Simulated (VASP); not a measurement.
A run of VASP 6.6.1:

The input INCAR:

```
SYSTEM = Al2O3
PREC     = Accurate       ! precision mode
ENCUT    = 520            ! plane-wave cutoff, eV
EDIFF    = 1E-6           ! SCF threshold, eV
ISMEAR   = 0              ! smearing method
SIGMA    = 0.05           ! smearing width, eV
LREAL    = .False.        ! projectors in reciprocal space
LASPH    = .True.         ! aspherical terms in the spheres
NELM     = 100            ! most SCF steps
ALGO     = Normal         ! electronic algorithm
ISIF     = 2              ! what is computed and relaxed
LWAVE    = .False.        ! write WAVECAR
LCHARG   = .False.        ! write CHGCAR
GGA      = PE             ! functional
NBANDS   = 35             ! bands
```

File KPOINTS:

```
Automatic mesh
0
Gamma
  6 6 6
  0 0 0
```

The input POSCAR:

```
Al2O3
1.0
    2.5123559069      1.4505093592      4.2185805485
   -2.5123559069      1.4505093592      4.2185805485
    0.0000000000     -2.9010187183      4.2185805485
Al O
4 6
Direct
    0.8521293568      0.8521293568      0.8521293568
    0.6478706432      0.6478706432      0.6478706432
    0.1478706432      0.1478706432      0.1478706432
    0.3521293568      0.3521293568      0.3521293568
    0.0561574040      0.4438425960      0.7500000000
    0.7500000000      0.0561574040      0.4438425960
    0.4438425960      0.7500000000      0.0561574040
    0.9438425960      0.5561574040      0.2500000000
    0.2500000000      0.9438425960      0.5561574040
    0.5561574040      0.2500000000      0.9438425960
```

Potentials or basis: VASP PAW PBE potentials, release 64 (Al, O).

Command:

```sh
$ cat potpaw_PBE.64/Al/POTCAR potpaw_PBE.64/O/POTCAR > POTCAR
$ mpirun -np 1 vasp_std > vasp.out
```

Hardware: 1 thread of Intel Xeon 8259CL, with other jobs on the host.

Q: Estimate the wall time of this run.

A: Wall time 3 min on 1 thread of Intel Xeon 8259CL, with other jobs on the host, peak memory 0.26 GiB. Counts: scf iterations 14, k points 32.
